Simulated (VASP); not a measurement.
**Si13C3: single point with PBEsol**

Crystal: Si13C3.

```xyz
64
Lattice="10.1549 0.0000 0.0000 0.0000 10.1549 0.0000 0.0000 0.0000 10.1549" Properties=species:S:1:pos:R:3 pbc="T T T"
Si    9.9803    0.2371    0.1932
Si    9.6237    9.9831    5.2433
Si    9.9595    5.3875    9.9105
Si    0.2153    5.0787    4.9642
Si    5.3545   10.0625   10.1197
Si    4.9778   10.1343    4.8655
Si    5.1690    5.2205    0.1652
Si    5.4163    4.6739    4.8668
Si    1.0050    1.7622    1.6728
Si    1.1479    1.1916    6.0860
Si    1.3494    6.2627    1.1763
Si    6.4570    1.2194    1.4958
Si    6.5371    0.8666    6.4466
Si    6.8677    6.5506    1.1620
Si    6.5066    6.2215    6.1725
Si    2.5378    2.5938    0.0588
Si    2.4555    2.5274    4.6996
Si    2.5903    7.7894   10.1383
Si    2.2753    7.3773    5.2402
Si    7.7629    2.5409    0.1509
Si    7.5960    2.3825    4.8697
Si    7.5303    7.9605    5.0478
Si    3.9657    3.7267    1.4607
Si    3.6883    3.8271    6.2030
Si    3.8656    9.0437    1.4214
Si    3.7623    8.7785    6.2956
Si    9.0954    4.0875    1.5880
Si    8.9274    3.8270    6.2425
Si    8.6311    8.7285    1.0938
Si    2.5633    0.3120    2.8116
Si    2.4891    0.0162    7.5342
Si    2.4590    4.9119    2.6600
Si    2.2224    5.2778    7.3673
Si    7.5107    9.9455    2.9616
Si    7.8798    5.3178    7.7653
Si    3.8659    1.2161    8.9156
Si    3.9464    6.2289    3.8686
Si    3.7550    6.3445    8.8291
Si    8.5965    1.0212    8.6427
Si    8.8158    6.3799    3.6244
Si   10.0786    2.3890    7.5528
Si    0.0931    7.7053    2.3441
Si    9.8660    7.5729    7.4905
Si    5.0671    2.3372    2.9510
Si    5.2012    2.5302    7.5384
Si    5.3534    7.7654    2.7146
Si    5.2130    7.5149    7.5265
Si    1.1322    3.8488    8.8168
Si    1.1410    8.9498    3.9332
Si    1.0576    8.9876    8.8961
Si    6.4562    3.9060    8.9568
Si    6.7695    8.7008    8.7656
C     1.0161    6.3690    6.3047
C     7.8916    7.5349    9.8338
C     8.6371    8.8496    6.4851
C     7.7436    9.7784    7.4730
C     8.0797    5.5296    2.1604
C     3.7928    1.2730    3.8830
C     8.3107    0.7509    4.3405
C     8.8263    6.5959    8.9087
C     0.3693    3.3221    2.5310
C     1.2377    3.8490    3.6770
C     6.1618    3.1828    4.1413
C     6.2222    8.9525    3.9336
```

- Program: VASP 6.6.1
- Task: single point
- Functional: PBEsol
- Potentials or basis: VASP PAW PBE potentials, release 64 (Si, C)
- Cutoff: 520 eV
- k mesh: 1 × 1 × 1, shifted
- Occupations: fermi-dirac, width 0.05 eV
- Spin: no spin polarisation
- Dipole correction: no
- Further INCAR settings: LREAL = Auto; ALGO = Normal; EDIFF = 1e-06; NBANDS = 166

- Pressure: 0.2 GPa
- Largest force: 0.067 eV/Å
- Band gap on the k mesh: 0.26 eV

Forces on the atoms (eV/Å):
```
Si  -0.017  0.000  0.008
Si   0.009 -0.006 -0.010
Si  -0.012 -0.003  0.015
Si  -0.010  0.004 -0.004
Si   0.008 -0.001 -0.022
Si   0.013  0.012  0.027
Si  -0.012  0.003  0.022
Si  -0.027  0.036  0.010
Si   0.018 -0.005 -0.027
Si   0.002  0.001 -0.006
Si   0.020 -0.011 -0.038
Si   0.003  0.013 -0.012
Si   0.008  0.004 -0.026
Si  -0.007  0.017 -0.011
Si  -0.005 -0.013 -0.007
Si  -0.036  0.001  0.018
Si   0.011  0.009  0.013
Si  -0.018  0.002  0.029
Si   0.034  0.020 -0.010
Si   0.048  0.005  0.030
Si   0.006  0.010  0.042
Si   0.013 -0.014 -0.003
Si   0.022  0.002 -0.032
Si   0.015 -0.010 -0.006
Si   0.002 -0.008  0.010
Si  -0.017 -0.026 -0.006
Si  -0.008 -0.006 -0.005
Si  -0.024  0.015 -0.012
Si  -0.008  0.001 -0.015
Si  -0.011 -0.009 -0.008
Si  -0.007  0.003 -0.002
Si  -0.016  0.034  0.030
Si   0.005 -0.015  0.000
Si   0.009 -0.004  0.019
Si   0.008 -0.008  0.006
Si   0.021  0.012 -0.014
Si  -0.003  0.008  0.005
Si   0.008 -0.023 -0.011
Si   0.015 -0.020 -0.008
Si   0.023  0.003 -0.001
Si  -0.001 -0.003  0.017
Si  -0.012  0.030  0.038
Si   0.000 -0.010 -0.003
Si  -0.018  0.017  0.011
Si  -0.024 -0.004  0.007
Si  -0.003 -0.009 -0.016
Si   0.003  0.011 -0.005
Si   0.006  0.003  0.001
Si  -0.003  0.003  0.000
Si   0.002  0.005 -0.002
Si   0.004 -0.007 -0.024
Si  -0.005 -0.005  0.000
C   -0.020 -0.008  0.012
C   -0.019  0.006  0.035
C   -0.005  0.018  0.001
C   -0.010 -0.004  0.000
C   -0.003 -0.012  0.012
C    0.015 -0.019  0.010
C    0.007  0.023 -0.012
C    0.005 -0.017 -0.031
C   -0.058 -0.012 -0.032
C    0.042 -0.005  0.021
C    0.027 -0.016 -0.018
C   -0.010 -0.015 -0.012
```

Stress tensor (GPa, compression positive):
```
-0.42  2.55 -1.01
 2.55  1.45 -0.86
-1.01 -0.86 -0.55
```

Levels at points of the mesh, in eV from the valence-band top:
```
           k point  band 124  band 125  band 126  band 127  band 128  band 129  band 130  band 131  band 132  band 133
(0.50, 0.50, 0.50)     -0.35     -0.21     -0.15     -0.07      0.00      0.26      0.37      0.72      0.82      1.05
```

Run time: 8.2 min on 1 thread of Intel Xeon 6975P-C (shared host), peak memory 0.95 GiB.

Caveat: the k points lie up to 0.62 Å⁻¹ apart; the PAW data sets were made with another functional, which shifts forces and pressure a little. A k mesh can miss the band edges.
